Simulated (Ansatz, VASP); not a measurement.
**One calculation of BeCd2S3, two programs**

```
Be Cd S
1.0
     4.19504    0.00000    0.00000
    -2.09752    3.63301    0.00000
     0.00000    0.00000    8.83469
Be Cd S
1 2 3
Cartesian
  2.0975 1.2110 0.0000
  0.0000 2.4220 2.1754
  0.0000 2.4220 6.6592
  2.0975 1.2110 4.4173
  0.0000 0.0000 0.0000
  0.0000 0.0000 4.4173
```

Change from the starting cell: species swapped into the La2CuSi3 type (P-6m2, No. 187).

Alike in both runs: task single point; functional PBE; k mesh 6 × 6 × 2; occupations gaussian, width 0.1 eV; no spin polarisation.

|  | VASP | Ansatz |
| --- | --- | --- |
| version | VASP 6.6.1 | Ansatz 0.2.0 |
| potentials or method | VASP PAW PBE potentials, release 64 (Be, Cd, S), cutoff 520 eV | scalar-relativistic, plane waves, PAW |
| valence electrons in the cell | 44 | 60 |

|  | VASP | Ansatz | Ansatz less VASP |
| --- | --- | --- | --- |
| gap on the k mesh at the Fermi level (eV) | none | none | - |
| pressure (GPa) | -3.4 | -3.5 | -0.04 |
| traceless stress, the component that is largest in VASP (GPa) | 1.87 | 1.82 | -0.054 |
| rms of the force components (eV/Å) | 0.058 | 0.060 | +0.0014 |

Atom by atom the forces differ by 0.001 eV/Å (rms over components). A gap of «none» marks a metal or a gap that the smearing closes. With one functional, cell and mesh, what is left measures potentials, basis and numerics. VASP's potentials hold 44 valence electrons a cell and Ansatz's 60, so a difference there can come from the potentials and not from the codes.
